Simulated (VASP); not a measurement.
The system is Al2O3.

```
Al O
1.0
     3.01748    0.00000    0.00000
    -1.50874    2.61322    0.00000
     0.00000    0.00000    7.57464
Al O
2 3
Direct
  0.00000 0.00000 0.27795
  0.00000 0.00000 0.72205
  0.33333 0.66667 0.19945
  0.66667 0.33333 0.80055
  0.00000 0.00000 0.50000
```

| Quantity | Value |
| --- | --- |
| Program | VASP 6.6.1 |
| Task | relaxation of cell and atoms |
| Functional | PBEsol |
| Dispersion | D3(BJ) |
| Potentials or basis | VASP PAW PBE potentials, release 64 (Al, O) |
| Cutoff | 600 eV |
| k mesh | 12 × 12 × 4 |
| Occupations | gaussian, width 0.01 eV |
| Spin | no spin polarisation |

At the start: pressure -5.6 GPa; volume 11.95 Å³/atom.

Task: Where does the relaxation end?

Result: Over 16 steps the energy falls by 9.9 meV/atom and the volume is 11.15 Å³/atom (-6.7 %); space group P-3m1 (No. 164, to 0.05 Å).

The path:
```tsv
step	energy change (eV)	largest force (eV/Å)	pressure (GPa)	volume (Å³)
1	0.0000	0.1912	-5.57	59.73
2	-0.0076	0.4062	5.42	56.21
3	-0.0358	0.1671	-0.07	57.82
4	-0.0348	0.3555	-0.17	57.61
5	-0.0374	0.1439	-0.14	57.73
6	-0.0388	0.0626	-0.06	57.60
7	-0.0390	0.0789	-0.04	57.53
8	-0.0399	0.0744	-0.08	57.44
9	-0.0426	0.0593	-0.19	57.16
10	-0.0466	0.0345	-0.46	56.62
11	-0.0478	0.1060	-0.77	55.52
12	-0.0486	0.0705	-0.61	56.02
13	-0.0485	0.0535	0.92	55.43
14	-0.0492	0.0326	0.09	55.74
15	-0.0492	0.0649	0.00	55.74
16	-0.0493	0.0047	0.07	55.74
```

Final structure:
```xyz
5
Lattice="2.9741 0.0000 0.0000 -1.4871 2.5757 0.0000 0.0000 0.0000 7.2762" Properties=species:S:1:pos:R:3 pbc="T T T"
Al    0.0000    0.0000    1.9678
Al    0.0000    0.0000    5.3084
O     0.0000    1.7171    1.3730
O     1.4871    0.8586    5.9032
O     0.0000    0.0000    3.6381
```

Caveat: the PAW data sets were made with another functional, which shifts forces and pressure a little.
